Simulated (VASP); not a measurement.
Hf, 1 atom in the cell. It takes space group Fm-3m (No. 225, cubic). The conventional cell has a = 4.471 Å, b = 4.471 Å, c = 4.471 Å, α = 90.00°, β = 90.00°, γ = 90.00°. Hf (site symmetry m-3m) has 12 Hf at 3.16 Å within 4.2 Å. 

```yaml
Program: VASP 6.6.1
Task: single point
Functional: PBE
Dispersion: D3(BJ)
Potentials_or_basis: VASP PAW PBE potentials, release 64 (Hf_pv)
Cutoff: 500 eV
k_mesh: 8 × 8 × 8
Occupations: gaussian, width 0.1 eV
Spin: no spin polarisation
Dipole_correction: no
Further_INCAR_settings: ALGO = Normal; EDIFF = 1e-06; NBANDS = 11
```

Potentials or basis: VASP PAW PBE potentials, release 64 (Hf_pv).

Run with:

```sh
$ cat potpaw_PBE.64/Hf_pv/POTCAR > POTCAR
$ mpirun -np 1 vasp_std > vasp.out
```

Hardware: 1 thread of Intel Xeon 6975P-C, with other jobs on the host.

**Question.** How long does it take, and how much memory?

**Answer.** Run time: 4.4 s on 1 thread of Intel Xeon 6975P-C, on a shared host, peak memory 0.15 GiB. Counts: scf iterations 11, k points 29.
